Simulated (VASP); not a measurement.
# CuO (P-6m2) in VASP: notebook

Runs on CuO. Level: PBE. Tasks: single point.

Program: VASP 6.6.1. These are calculated values, not measurements. Logs are shortened: lines on timing, memory, paths and dates and some standing lists are left out, and cuts for length are marked.

## (1) The cell of the first run

The structure is hexagonal, space group P-6m2 (No. 187). Conventional cell: a = 2.778 Å, b = 2.778 Å, c = 2.712 Å, α = 90.00°, β = 90.00°, γ = 120.00°. Cu (site symmetry -6m2) has 6 O at 2.10 Å and 8 Cu at 2.71 to 2.78 Å within 2.8 Å. Within 2.8 Å of O (site symmetry -6m2) lie 6 Cu at 2.10 Å and 8 O at 2.71 to 2.78 Å.

## (2) Single point, PBE

The input, INCAR:

```
SYSTEM = CuO
PREC = Accurate
ENCUT = 520
EDIFF = 1E-6
ISMEAR = -1
SIGMA = 0.05
LREAL = .False.
LASPH = .True.
NELM = 100
ALGO = Normal
ISIF = 2
LWAVE = .False.
LCHARG = .False.
GGA = PE
NBANDS = 16
```

The input, KPOINTS:

```
Automatic mesh
0
Gamma
  11 11 10
  0 0 0
```

The input, POSCAR:

```
CuO
1.0
    2.7784246776      0.0000000000      0.0000000000
   -1.3892123339      2.4061863546      0.0000000000
    0.0000000000      0.0000000000      2.7116048266
Cu O
1 1
Direct
    0.0000000000      0.0000000000      0.0000000000
    0.6666666667      0.3333333333      0.5000000000
```

Potentials or basis: VASP PAW PBE potentials, release 64 (Cu, O).

The run is started by

```console
> cat potpaw_PBE.64/Cu/POTCAR potpaw_PBE.64/O/POTCAR > POTCAR
> mpirun -np 1 vasp_std > vasp.out
```

OUTCAR:

```text
SYSTEM = CuO
   PREC = Accurate
   ENCUT = 520
   EDIFF = 1E-6
   ISMEAR = -1
   LREAL = .False.
   LASPH = .True.
   NELM = 100
   ISIF = 2
   GGA = PE

 ion  position               nearest neighbor table
   1  0.000  0.000  0.000-   2 2.10   2 2.10   2 2.10   2 2.10   2 2.10   2 2.10
   2  0.667  0.333  0.500-   1 2.10   1 2.10   1 2.10   1 2.10   1 2.10   1 2.10

  LATTYP: Found a hexagonal cell.
 ALAT       =     2.7784246776
 C/A-ratio  =     0.9759504544

  Lattice vectors:

 A1 = (   2.7784246776,   0.0000000000,   0.0000000000)
 A2 = (  -1.3892123339,   2.4061863546,   0.0000000000)
 A3 = (   0.0000000000,   0.0000000000,   2.7116048266)

Analysis of symmetry for initial positions (statically):
=====================================================================
 Subroutine PRICEL returns:
 Original cell was already a primitive cell.

 Routine SETGRP: Setting up the symmetry group for a
 hexagonal supercell.

 Subroutine GETGRP returns: Found 12 space group operations
 (whereof 12 operations were pure point group operations)
 out of a pool of 24 trial point group operations.

The static configuration has the point symmetry D_3h.

Analysis of symmetry for dynamics (positions and initial velocities):
=====================================================================
 Subroutine PRICEL returns:
 Original cell was already a primitive cell.

 Routine SETGRP: Setting up the symmetry group for a
 hexagonal supercell.

 Subroutine GETGRP returns: Found 12 space group operations
 (whereof 12 operations were pure point group operations)
 out of a pool of 24 trial point group operations.

The dynamic configuration has the point symmetry D_3h.

 Subroutine INISYM returns: Found 12 space group operations
 (whereof 12 operations are pure point group operations),
 and found     1 'primitive' translations

----------------------------------------------------------------------------------------

                                     Primitive cell

  volume of cell :      18.1282

  direct lattice vectors                    reciprocal lattice vectors
     2.778424678  0.000000000  0.000000000     0.359916181  0.207797703  0.000000000
    -1.389212334  2.406186355  0.000000000     0.000000000  0.415595408  0.000000000
     0.000000000  0.000000000  2.711604827     0.000000000  0.000000000  0.368785300

  length of vectors
     2.778424678  2.778424676  2.711604827     0.415595408  0.415595408  0.368785300

  position of ions in fractional coordinates (direct lattice)
     0.000000000  0.000000000  0.000000000
     0.666666667  0.333333333  0.500000000

  ion indices of the primitive-cell ions
   primitive index   ion index
                 1           1
                 2           2

----------------------------------------------------------------------------------------

 KPOINTS: Automatic mesh

Automatic generation of k-mesh.
 Grid dimensions read from file:
 generate k-points for:   11   11   10

 Generating k-lattice:

  Cartesian coordinates                     Fractional coordinates (reciprocal lattice)
     0.032719653  0.018890700  0.000000000     0.090909091  0.000000000  0.000000000
     0.000000000  0.037781401  0.000000000     0.000000000  0.090909091  0.000000000
     0.000000000  0.000000000  0.036878530     0.000000000  0.000000000  0.100000000

  Length of vectors
     0.037781401  0.037781401  0.036878530

  Shift w.r.t. Gamma in fractional coordinates (k-lattice)
     0.000000000  0.000000000  0.000000000

 Subroutine IBZKPT returns following result:
 ===========================================

 Found     96 irreducible k-points:

 Following reciprocal coordinates:
            Coordinates               Weight
  0.000000  0.000000  0.000000      1.000000
  0.090909  0.000000  0.000000      6.000000
  0.181818  0.000000  0.000000      6.000000
  0.272727  0.000000  0.000000      6.000000
  0.363636  0.000000  0.000000      6.000000
  0.454545  0.000000  0.000000      6.000000
[... 16 lines left out ...]
  0.090909  0.090909  0.100000     12.000000
  0.181818  0.090909  0.100000     24.000000
 [... further k-points ...]
   k-points           NKPTS =     96   k-points in BZ     NKDIM =     96   number of bands    NBANDS=     16
   number of dos      NEDOS =    301   number of ions     NIONS =      2
   total plane-waves  NPLWV =  11520
   dimension x,y,z NGX =    24 NGY =   24 NGZ =   20
   dimension x,y,z NGXF=    48 NGYF=   48 NGZF=   40
   ions per type =               1   1
   NGX,Y,Z   is equivalent  to a cutoff of  14.36, 14.36, 12.26 a.u.
   NGXF,Y,Z  is equivalent  to a cutoff of  28.72, 28.72, 24.52 a.u.
 SYSTEM =  CuO
   PREC   = accura    normal or accurate (medium, high low for compatibility)
   ISTART =      0    job   : 0-new  1-cont  2-samecut
   ICHARG =      2    charge: 1-file 2-atom 10-const
   ISPIN  =      1    spin polarized calculation?
   LNONCOLLINEAR =      F non collinear calculations
   LSORBIT =      F    spin-orbit coupling
   LASPH  =      T    aspherical Exc in radial PAW
   ENCUT  =  520.0 eV  38.22 Ry    6.18 a.u.   5.17  5.17  5.04*2*pi/ulx,y,z
   NELM   =    100;   NELMIN=  2; NELMDL= -5     # of ELM steps
   EDIFF  = 0.1E-05   stopping-criterion for ELM
   LREAL  =      F    real-space projection
   EDIFFG = 0.1E-04   stopping-criterion for IOM
   NSW    =      0    number of steps for IOM
   IBRION =     -1    ionic relax: 0-MD 1-quasi-New 2-CG
   NFREE  =      0    steps in history (QN), initial steepest desc. (CG)
   ISIF   =      2    stress and relaxation
   ISYM   =      2    0-nonsym 1-usesym 2-fastsym
   POTIM  = 0.5000    time-step for ionic-motion
   TEBEG  =    0.0;   TEEND  =   0.0 temperature during run
   PSTRESS=    0.0 pullay stress
   NELECT =      17.0000    total number of electrons
   NUPDOWN=      -1.0000    fix difference up-down
   EMIN   =  10.00;   EMAX   =-10.00  energy-range for DOS
   EFERMI =   0.00;   METHOD = LEGACY
   ISMEAR =    -1;   SIGMA  =   0.05  broadening in eV -4-tet -1-fermi 0-gaus
   EFERMI_NEDOS =   21; number of points for ismear=-14 and -15
   IALGO  =     38    algorithm
   IMIX   =      4    mixing-type and parameters
     AMIX     =   0.40;   BMIX     =  1.00
     AMIX_MAG =   1.60;   BMIX_MAG =  1.00
  volume/ion in A,a.u.               =       9.06        61.17
  Fermi-wavevector in a.u.,A,eV,Ry     =   1.602408  3.028112 34.935825  2.567711
  Thomas-Fermi vector in A             =   2.699233
   LORBIT       =      0    0 simple, 1 ext, 2 COOP (PROOUT), +10 PAW based schemes
   GGA     = PE    functional components
   LHFCALC =     F    Hartree Fock is set to
   AEXX    =    0.0000 exact exchange contribution
   IVDW    =     0    specifies the selected vdW correction
   LEPSILON=     F    determine dielectric tensor
   LRPA    =     F    only Hartree local field effects (RPA)
 non-spin polarized calculation
  energy-cutoff  :      520.00
  volume of cell :       18.13
 maximum number of plane-waves:       496
 NGX is ok and might be reduce to    24
   NGX = 11   NGY = 11   NGZ = 11

 number of electron      16.9999986 magnetization

 Free energy of the ion-electron system (eV)
  ---------------------------------------------------
  ext. energy  EPLUGINS =         0.00000000
  ---------------------------------------------------
  free energy    TOTEN  =        -9.10852427 eV

  energy without entropy =       -9.08594024  energy(sigma->0) =       -9.09723225

 E-fermi :   6.5972     XC(G=0): -12.7116

 val. band max:        6.5970367393   @ k =   0.2727   0.1818   0.3000
 cond. band min:       6.5980404769   @ k =   0.3636   0.2727   0.2000
 fundamental gap:      0.0010037376
 Fermi energy:         6.5971741831

 k-point     1 :       0.0000    0.0000    0.0000
  band No.  band energies     occupation
      1     -13.1669      2.00000
      2       2.7145      2.00000
      3       2.7145      2.00000
      4       3.1051      2.00000
      5       3.7538      2.00000
      6       4.7380      2.00000
[... 8 lines left out ...]
     15      28.3185      0.00000
     16      33.9691      0.00000

 k-point     2 :       0.0909    0.0000    0.0000
  band No.  band energies     occupation
      1     -13.0728      2.00000
      2       2.3900      2.00000
      3       2.7649      2.00000
      4       3.1743      2.00000
      5       3.4801      2.00000
      6       4.7278      2.00000
[... 8 lines left out ...]
     15      29.7037      0.00000
     16      33.7469      0.00000

 k-point     3 :       0.1818    0.0000    0.0000
  band No.  band energies     occupation
      1     -12.8094      2.00000
      2       1.5813      2.00000
      3       2.9060      2.00000
      4       3.0546      2.00000
      5       3.3210      2.00000
      6       4.7007      2.00000
[... 8 lines left out ...]
     15      30.6860      0.00000
     16      33.9417      0.00000

 k-point     4 :       0.2727    0.0000    0.0000
  band No.  band energies     occupation
      1     -12.4373      2.00000
      2       0.6023      2.00000
      3       2.6991      2.00000
      4       3.1078      2.00000
      5       3.4390      2.00000
      6       4.6654      2.00000
[... 8 lines left out ...]
     15      30.4215      0.00000
     16      34.5845      0.00000
[... 324 lines left out ...]
 k-point    22 :       0.4545    0.0000    0.1000
  band No.  band energies     occupation
      1     -11.7661      2.00000
      2      -0.6490      2.00000
      3       2.1472      2.00000
      4       3.1912      2.00000
      5       3.5305      2.00000
      6       4.7993      2.00000
[... 8 lines left out ...]
     15      31.6157      0.00000
     16      33.3896      0.00000

 k-point    23 :       0.0909    0.0909    0.1000
  band No.  band energies     occupation
      1     -12.8092      2.00000
      2       1.9020      2.00000
      3       2.4044      2.00000
      4       2.8557      2.00000
      5       3.6517      2.00000
      6       4.6152      2.00000
[... 8 lines left out ...]
     15      30.9961      0.00000
     16      32.6479      0.00000

 k-point    24 :       0.1818    0.0909    0.1000
  band No.  band energies     occupation
      1     -12.4989      2.00000
      2       1.0897      2.00000
      3       2.3456      2.00000
      4       2.9013      2.00000
      5       3.6237      2.00000
      6       4.5880      2.00000
[... 8 lines left out ...]
     15      30.6843      0.00000
     16      32.9173      0.00000

 [... further k-points ...]

------------------------ aborting loop because EDIFF is reached ----------------------------------------

  FORCE on cell =-STRESS in cart. coord.  units (eV):
  Direction    XX          YY          ZZ          XY          YZ          ZX
  --------------------------------------------------------------------------------------
  -------------------------------------------------------------------------------------
  Total        1.6410859      1.6410859      0.7226388      0.0000000      0.0000000      0.0000000
  in kB      145.0399388    145.0399389     63.8671584      0.0000003      0.0000000      0.0000000
  external PRESSURE =     117.9823453 kB  Pullay stress =       0.0000000 kB

 VOLUME and BASIS-vectors are now :
 -----------------------------------------------------------------------------
  energy-cutoff  :      520.00
  volume of cell :       18.13
      direct lattice vectors                 reciprocal lattice vectors
     2.778424678  0.000000000  0.000000000     0.359916181  0.207797703  0.000000000
    -1.389212334  2.406186355  0.000000000     0.000000000  0.415595408  0.000000000
     0.000000000  0.000000000  2.711604827     0.000000000  0.000000000  0.368785300

 POSITION                                       TOTAL-FORCE (eV/Angst)
 -----------------------------------------------------------------------------------
      0.00000      0.00000      0.00000         0.000000      0.000000      0.000000
      1.38921      0.80206      1.35580        -0.000000      0.000000      0.000000
 -----------------------------------------------------------------------------------
    total drift:                                0.000000     -0.000000      0.000000

  FREE ENERGIE OF THE ION-ELECTRON SYSTEM (eV)
  ---------------------------------------------------
  free  energy   TOTEN  =        -9.1085242678 eV

  energy  without entropy=       -9.0859402418  energy(sigma->0) =       -9.09723225
```

It took 34 s on 1 thread of AMD EPYC 7R43 (Zen 3), shared host; peak memory 0.11 GiB.

Results:

* Free energy: -9.1085 eV
* Pressure: 11.8 GPa

Stress tensor (GPa, compression positive):
```
14.50  0.00  0.00
 0.00 14.50  0.00
 0.00  0.00  6.39
```

Caveat: an odd number of electrons without spin polarisation forces a metal; a magnetic or distorted state may lie lower; semilocal functionals often make such compounds metallic where correlation or magnetic order opens a gap, which also shifts bond lengths. With open d or f shells a metallic result of PBE can be an artefact of self-interaction; +U or a hybrid may open a gap.

## (3) Single point, PBE

This run uses another cell than the first one, of 9.26 Å³/atom, 1.021 times its volume.

The input, INCAR:

```
  PREC = Accurate
  ENCUT = 520
  EDIFF = 1E-6
  ISMEAR = -1
  SIGMA = 0.05
  LREAL = False
  LASPH = True
  NELM = 80
  ALGO = Normal
  ISIF = 2
  LWAVE = False
  LCHARG = False
  GGA = PE
  NBANDS = 16
```

The input, KPOINTS:

```
regular mesh
0
Gamma
  11 11 10
```

The input, POSCAR:

```
CuO
1.0
    2.7979916932      0.0000000000      0.0000000000
   -1.3989958417      2.4231318872      0.0000000000
    0.0000000000      0.0000000000      2.7307012645
Cu O
1 1
Direct
    0.0000000000      0.0000000000      0.0000000000
    0.6666666667      0.3333333333      0.5000000000
```

Potentials or basis: VASP PAW PBE potentials, release 64 (Cu, O).

The run is started by

```console
> cat potpaw_PBE.64/Cu/POTCAR potpaw_PBE.64/O/POTCAR > POTCAR
> mpirun -np 1 vasp_std > vasp.out
```

OUTCAR:

```text
PREC = Accurate
   ENCUT = 520
   EDIFF = 1E-6
   ISMEAR = -1
   LREAL = False
   LASPH = True
   NELM = 80
   ISIF = 2
   GGA = PE

 ion  position               nearest neighbor table
   1  0.000  0.000  0.000-   2 2.12   2 2.12   2 2.12   2 2.12   2 2.12   2 2.12
   2  0.667  0.333  0.500-   1 2.12   1 2.12   1 2.12   1 2.12   1 2.12   1 2.12

  LATTYP: Found a hexagonal cell.
 ALAT       =     2.7979916932
 C/A-ratio  =     0.9759504544

  Lattice vectors:

 A1 = (   2.7979916932,   0.0000000000,   0.0000000000)
[... 626 lines left out ...]
      4       2.7164      2.00000
      5       3.4159      2.00000
      6       4.3442      2.00000
[... 8 lines left out ...]
     15      30.1404      0.00000
     16      32.3484      0.00000

 [... further k-points ...]
[... 5 lines left out ...]
  --------------------------------------------------------------------------------------
  -------------------------------------------------------------------------------------
  Total        1.1837073      1.1837073      0.1500060      0.0000000     -0.0000000      0.0000000
  in kB      102.4370907    102.4370909     12.9813983      0.0000002     -0.0000000      0.0000000
  external PRESSURE =      72.6185266 kB  Pullay stress =       0.0000000 kB

 VOLUME and BASIS-vectors are now :
 -----------------------------------------------------------------------------
  energy-cutoff  :      520.00
  volume of cell :       18.51
      direct lattice vectors                 reciprocal lattice vectors
     2.797991693  0.000000000  0.000000000     0.357399203  0.206344525  0.000000000
    -1.398995842  2.423131887  0.000000000     0.000000000  0.412689051  0.000000000
     0.000000000  0.000000000  2.730701264     0.000000000  0.000000000  0.366206298

 POSITION                                       TOTAL-FORCE (eV/Angst)
 -----------------------------------------------------------------------------------
      0.00000      0.00000      0.00000        -0.000000     -0.000000      0.000000
      1.39900      0.80771      1.36535         0.000000      0.000000      0.000000
 -----------------------------------------------------------------------------------
    total drift:                                0.000000     -0.000000      0.000000

  FREE ENERGIE OF THE ION-ELECTRON SYSTEM (eV)
  ---------------------------------------------------
  free  energy   TOTEN  =        -9.1323306711 eV

  energy  without entropy=       -9.1093678418  energy(sigma->0) =       -9.12084926
```

OSZICAR:

```text
N       E                     dE             d eps       ncg     rms          rms(c)
DAV:   1     0.815666236938E+02    0.81567E+02   -0.83940E+03  3440   0.164E+03
DAV:   2    -0.791205887720E+01   -0.89479E+02   -0.80249E+02  3328   0.282E+02
DAV:   3    -0.120777356419E+02   -0.41657E+01   -0.39659E+01  3616   0.605E+01
DAV:   4    -0.121192812111E+02   -0.41546E-01   -0.41529E-01  3512   0.589E+00
DAV:   5    -0.121198784010E+02   -0.59719E-03   -0.59719E-03  4056   0.740E-01    0.115E+01
DAV:   6    -0.111331920294E+02    0.98669E+00   -0.10560E+01  3984   0.113E+02    0.103E+01
DAV:   7    -0.917399304020E+01    0.19592E+01   -0.36447E+00  3848   0.888E+01    0.175E+00
DAV:   8    -0.915765805978E+01    0.16335E-01   -0.27550E-01  4032   0.637E+00    0.107E+00
DAV:   9    -0.913331460134E+01    0.24343E-01   -0.11097E-02  5288   0.535E+00    0.309E-01
DAV:  10    -0.913234715280E+01    0.96745E-03   -0.29048E-03  4592   0.152E+00    0.116E-01
DAV:  11    -0.913234818031E+01   -0.10275E-05   -0.76968E-04  4744   0.599E-01    0.446E-02
DAV:  12    -0.913234135710E+01    0.68232E-05   -0.93177E-05  3872   0.478E-01    0.280E-02
DAV:  13    -0.913233044436E+01    0.10913E-04   -0.17144E-05  4008   0.179E-01    0.523E-03
DAV:  14    -0.913233067110E+01   -0.22674E-06   -0.20178E-06  2608   0.210E-02
   1 F= -.91323307E+01 E0= -.91208493E+01  d E =-.229628E-01
```

Wall time 24 s (1 thread of AMD EPYC 7R43 (Zen 3), shared host); peak memory 0.12 GiB.

Results:

```yaml
Free_energy: -9.1323 eV
Pressure: 7.3 GPa
```

Levels at points of the mesh, in eV from the Fermi level:
| k point | band 5 | band 6 | band 7 | band 8 | band 9 | band 10 | band 11 | band 12 | band 13 | band 14 |
| --- | --- | --- | --- | --- | --- | --- | --- | --- | --- | --- |
| (0.00, 0.00, 0.00) | -2.76 | -1.82 | -1.82 | -0.14 | -0.14 | 1.28 | 15.34 | 16.98 | 16.98 | 19.17 |
| (0.00, 0.00, 0.50) | -2.33 | -2.33 | -1.58 | -0.20 | -0.20 | 7.40 | 7.88 | 21.61 | 21.61 | 22.75 |

Caveat: an odd number of electrons without spin polarisation forces a metal; a magnetic or distorted state may lie lower; semilocal functionals often make such compounds metallic where correlation or magnetic order opens a gap, which also shifts bond lengths. With open d or f shells a metallic result of PBE can be an artefact of self-interaction; +U or a hybrid may open a gap.

## (4) Single point, PBE

This run uses another cell than the first one, of 9.45 Å³/atom, 1.043 times its volume.

The input, INCAR:

```
  PREC = Accurate
  ENCUT = 520
  EDIFF = 1E-6
  ISMEAR = -1
  SIGMA = 0.05
  LREAL = False
  LASPH = True
  NELM = 60
  ALGO = Normal
  ISIF = 2
  LWAVE = False
  LCHARG = True
  GGA = PE
  LELF = True
  LVHAR = True
  NBANDS = 16
```

The input, KPOINTS:

```
Automatic mesh
0
Gamma
  11 11 10
```

The input, POSCAR:

```
CuO
1.0
    2.8172887974      0.0000000000      0.0000000000
   -1.4086443937      2.4398436697      0.0000000000
    0.0000000000      0.0000000000      2.7495342821
Cu O
1 1
Direct
    0.0000000000      0.0000000000      0.0000000000
    0.6666666667      0.3333333333      0.5000000000
```

The run is started by

```console
> cat potpaw_PBE.64/Cu/POTCAR potpaw_PBE.64/O/POTCAR > POTCAR
> mpirun -np 1 vasp_std > vasp.out
```

Run time: 26 s. Hardware: 1 thread of AMD EPYC 7R43 (Zen 3), shared host; peak memory 0.12 GiB.

The run converged. Its results:

| Item | Value |
| --- | --- |
| Free energy | -9.1458 eV |
| Pressure | 3.2 GPa |

Stress tensor (GPa, compression positive):
```
 6.44  0.00  0.00
 0.00  6.44  0.00
 0.00  0.00 -3.23
```

Levels at points of the mesh, in eV from the Fermi level:
| k point | band 5 | band 6 | band 7 | band 8 | band 9 | band 10 | band 11 | band 12 | band 13 | band 14 |
| --- | --- | --- | --- | --- | --- | --- | --- | --- | --- | --- |
| (0.00, 0.00, 0.00) | -2.67 | -1.77 | -1.77 | -0.14 | -0.14 | 1.19 | 15.26 | 16.83 | 16.83 | 18.92 |
| (0.00, 0.00, 0.50) | -2.26 | -2.26 | -1.54 | -0.19 | -0.19 | 7.28 | 7.76 | 21.32 | 21.32 | 22.59 |

Caveat: an odd number of electrons without spin polarisation forces a metal; a magnetic or distorted state may lie lower; semilocal functionals often make such compounds metallic where correlation or magnetic order opens a gap, which also shifts bond lengths.

[end of part 1 of 2]
